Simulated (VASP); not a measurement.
# TiAl3: single point with PBE

TiAl3:

```
Ti Al
1.0
    -1.78165    1.99314    4.31114
     1.78165   -1.99314    4.31114
     1.78165    1.99314   -4.31114
Ti Al
1 3
Direct
  0.00000 0.00000 0.00000
  0.50000 0.50000 0.00000
  0.75000 0.25000 0.50000
  0.25000 0.75000 0.50000
```

This cell differs from its parent crystal: normal strain along x -0.0733, normal strain along y +0.0367.

```yaml
Program: VASP 6.6.1
Task: single point
Functional: PBE
Potentials_or_basis: VASP PAW PBE potentials, release 64 (Ti_sv, Al)
Cutoff: 520 eV
k_mesh: 14 × 14 × 14
Occupations: gaussian, width 0.15 eV
Spin: no spin polarisation
Dipole_correction: no
Further_INCAR_settings: ALGO = Fast; EDIFF = 1e-06; NBANDS = 18
```

- Pressure: 4.7 GPa
- Largest force: 0.061 eV/Å

Forces in eV/Å, atoms in the order of the input:
```
Ti   0.000  0.000  0.000
Al   0.000  0.000  0.000
Al   0.000  0.000  0.061
Al   0.000  0.000 -0.061
```

Stress tensor (GPa, compression positive):
```
10.93  0.00  0.00
 0.00 -0.18  0.00
 0.00  0.00  3.49
```

Levels at points of the mesh, in eV from the Fermi level:
```tsv
k point	band 7	band 8	band 9	band 10	band 11	band 12	band 13	band 14	band 15	band 16
(0.00, 0.00, 0.00)	-2.90	-1.92	-1.45	-0.49	0.93	0.99	1.32	2.82	3.59	3.59
(0.50, 0.00, 0.00)	-3.82	-3.39	-0.48	-0.32	0.79	1.37	2.81	3.01	3.68	4.77
(0.00, 0.50, 0.00)	-3.69	-2.80	-1.52	-0.46	0.33	1.52	2.41	2.58	2.66	4.28
(0.50, 0.50, 0.00)	-4.42	-3.89	-2.71	-2.31	-1.09	1.46	2.43	2.58	2.87	3.13
(0.50, 0.50, 0.50)	-2.14	-1.79	-0.27	0.21	0.46	0.97	1.04	2.89	5.18	5.24
```

Run time: 11 min on 1 thread of Intel(R) Xeon(R) 6975P-C (Granite Rapids), with other jobs on the host, peak memory 0.59 GiB.

Caveat: the cell differs from its parent crystal (normal strain along x -0.0733, normal strain along y +0.0367).
